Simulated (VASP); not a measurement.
Set up this calculation in VASP 6.6.1, as the native input.

- Task: single point
- Functional: PBE
- Dispersion: D3(BJ)
- Potentials or basis: VASP PAW PBE potentials, release 64 (C)
- Cutoff: 520 eV
- k mesh: 18 × 18 × 2
- Occupations: gaussian, width 0.1 eV
- Spin: no spin polarisation
- Dipole correction: no
- k mesh for the DOS: 27 × 27 × 3
- Occupations for the DOS: tetrahedron
- Further INCAR settings: ALGO = Normal; EDIFF = 1e-06; NBANDS = 36

Crystal: C.

```
CELL_PARAMETERS angstrom
2.46488 0.00000 0.00000
-1.23244 2.13465 0.00000
0.00000 0.00000 20.60609
ATOMIC_POSITIONS crystal
C 0.66667 0.33333 0.95199
C 0.66667 0.33333 0.45201
C 0.66667 0.33333 0.77932
C 0.66667 0.33333 0.27934
C 0.00000 0.00000 0.61567
C 0.33333 0.66667 0.27932
C 0.00000 0.00000 0.11567
C 0.66667 0.33333 0.61567
C 0.33333 0.66667 0.77934
C 0.33333 0.66667 0.11567
C 0.33333 0.66667 0.45199
C 0.33333 0.66667 0.95201
```

One way to write it, as run:

POSCAR

```
C
1.0
    2.4648840285      0.0000000000      0.0000000000
   -1.2324420143      2.1346521860      0.0000000000
    0.0000000000      0.0000000000     20.6060942844
C
12
Direct
    0.6666666667      0.3333333333      0.9519899859
    0.6666666667      0.3333333333      0.4520101788
    0.6666666667      0.3333333333      0.7793231513
    0.6666666667      0.3333333333      0.2793433441
    0.0000000000      0.0000000000      0.6156666650
    0.3333333333      0.6666666667      0.2793231513
    0.0000000000      0.0000000000      0.1156666650
    0.6666666667      0.3333333333      0.6156666650
    0.3333333333      0.6666666667      0.7793433441
    0.3333333333      0.6666666667      0.1156666650
    0.3333333333      0.6666666667      0.4519899859
    0.3333333333      0.6666666667      0.9520101788
```

INCAR.step1

```
ALGO     = Normal         # electronic algorithm
EDIFF    = 1E-6           # SCF threshold, eV
ENCUT    = 520            # plane-wave cutoff, eV
GGA      = PE             # functional
ISIF     = 2              # what is computed and relaxed
ISMEAR   = 0              # smearing method
IVDW     = 12             # dispersion correction
LASPH    = True           # aspherical terms in the spheres
LCHARG   = True           # write CHGCAR
LREAL    = False          # projectors in reciprocal space
LWAVE    = False          # write WAVECAR
NBANDS   = 36             # bands
NELM     = 60             # most SCF steps
PREC     = Accurate       # precision mode
SIGMA    = 0.1            # smearing width, eV
```

KPOINTS.step1

```
k-points
0
Gamma
  18 18 2
```

INCAR.step2

```
ALGO     = Normal         # electronic algorithm
EDIFF    = 1E-6           # SCF threshold, eV
ENCUT    = 520            # plane-wave cutoff, eV
GGA      = PE             # functional
ICHARG   = 11             # starting density
ISIF     = 2              # what is computed and relaxed
ISMEAR   = -5             # smearing method
IVDW     = 12             # dispersion correction
LASPH    = True           # aspherical terms in the spheres
LCHARG   = False          # write CHGCAR
LORBIT   = 11             # projections on sites
LREAL    = False          # projectors in reciprocal space
LWAVE    = False          # write WAVECAR
NBANDS   = 36             # bands
NEDOS    = 1001           # points of the DOS
NELM     = 60             # most SCF steps
PREC     = Accurate       # precision mode
SIGMA    = 0.1            # smearing width, eV
```

KPOINTS.step2

```
k-points
0
Gamma
  27 27 3
```

Potentials or basis: VASP PAW PBE potentials, release 64 (C).

The run is started by

```sh
$ cat potpaw_PBE.64/C/POTCAR > POTCAR
$ cp INCAR.step1 INCAR
$ cp KPOINTS.step1 KPOINTS
$ mpirun -np 1 vasp_std > vasp.out
$ cp INCAR.step2 INCAR
$ cp KPOINTS.step2 KPOINTS
$ mpirun -np 1 vasp_std > vasp.out
```

It gave:

```json
{"Valence electrons inside the program's atomic spheres": "C 2.65", "Dispersion energy per atom": "-0.152 eV"}
```

Run time: 5.4 min on 1 thread of Intel(R) Xeon(R) 6975P-C (Granite Rapids), on a shared host, peak memory 0.47 GiB.
